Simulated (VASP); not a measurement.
# CrO2: relaxation of cell and atoms with PBEsol

CrO2, a slab with vacuum:

```
CELL_PARAMETERS angstrom
2.56297 0.00000 0.00000
-1.28148 2.21959 0.00000
0.00000 0.00000 13.81250
ATOMIC_POSITIONS crystal
Cr 0.33333 0.66667 0.00000
O 0.66667 0.33333 0.90758
O 0.66667 0.33333 0.09242
```

```
Program                : VASP 6.6.1
Task                   : relaxation of cell and atoms
Functional             : PBEsol
Potentials or basis    : VASP PAW PBE potentials, release 64 (Cr_pv, O)
Cutoff                 : 600 eV
k mesh                 : 12 × 12 × 2
Occupations            : gaussian, width 0.1 eV
Spin                   : no spin polarisation
Dipole correction      : no
Further INCAR settings : ALGO = Normal; EDIFF = 1e-06; IBRION = 2; EDIFFG = -0.05; NSW = 80; ISIF = 3
```

```json
{"Relaxed cell": "a = 2.590 Å, b = 2.590 Å, c = 12.997 Å, α = 90.00°, β = 90.00°, γ = 120.00°", "Space group after relaxing (to 0.1 Å)": "P-6m2 (No. 187)", "Energy gained by relaxing": "144.9 meV/atom", "Ionic steps": "7", "Band gap on the k mesh": "0.48 eV (least direct gap 1.71 eV)"}
```

The path:
| step | energy change (eV) | largest force (eV/Å) | pressure (GPa) | volume (Å³) |
| --- | --- | --- | --- | --- |
| 1 | 0.0000 | 3.2555 | -6.35 | 78.58 |
| 2 | 1.1749 | 8.9832 | 28.02 | 66.93 |
| 3 | -0.4055 | 0.5145 | 0.89 | 74.31 |
| 4 | -0.4127 | 0.1281 | 1.90 | 73.89 |
| 5 | -0.4130 | 0.0170 | 2.16 | 73.77 |
| 6 | -0.4271 | 0.0205 | -1.33 | 76.57 |
| 7 | -0.4348 | 0.0007 | -0.08 | 75.51 |

Final structure:
```cif
data_structure
_symmetry_space_group_name_H-M 'P 1'
_symmetry_Int_Tables_number 1
_cell_length_a 2.5901
_cell_length_b 2.5901
_cell_length_c 12.9967
_cell_angle_alpha 90.000
_cell_angle_beta 90.000
_cell_angle_gamma 120.000
_cell_volume 75.51
loop_
_atom_site_label
_atom_site_type_symbol
_atom_site_fract_x
_atom_site_fract_y
_atom_site_fract_z
_atom_site_occupancy
Cr1 Cr 0.33333 0.66667 0.00000 1
O1 O 0.66667 0.33333 0.91139 1
O2 O 0.66667 0.33333 0.08861 1
```

Levels at points of the mesh, in eV from the valence-band top:
```tsv
k point	band 9	band 10	band 11	band 12	band 13	band 14	band 15	band 16
(0.00, 0.00, 0.00)	-3.31	-3.31	-2.68	0.00	1.73	1.73	1.76	1.76
(0.50, 0.00, 0.00)	-5.00	-3.04	-2.68	-1.14	1.12	1.43	2.79	3.28
(0.00, 0.00, 0.50)	-3.31	-3.31	-2.68	0.00	1.73	1.73	1.76	1.76
(0.50, 0.00, 0.50)	-5.00	-3.04	-2.68	-1.14	1.12	1.43	2.79	3.28
```

It took 8.6 min on 1 thread of Intel Xeon 8259CL, with other jobs on the host, peak memory 0.25 GiB.

Caveat: the PAW data sets were made with another functional, which shifts forces and pressure a little. Spin polarisation is off, so any magnetic state and its effect on volume and gap are missing.
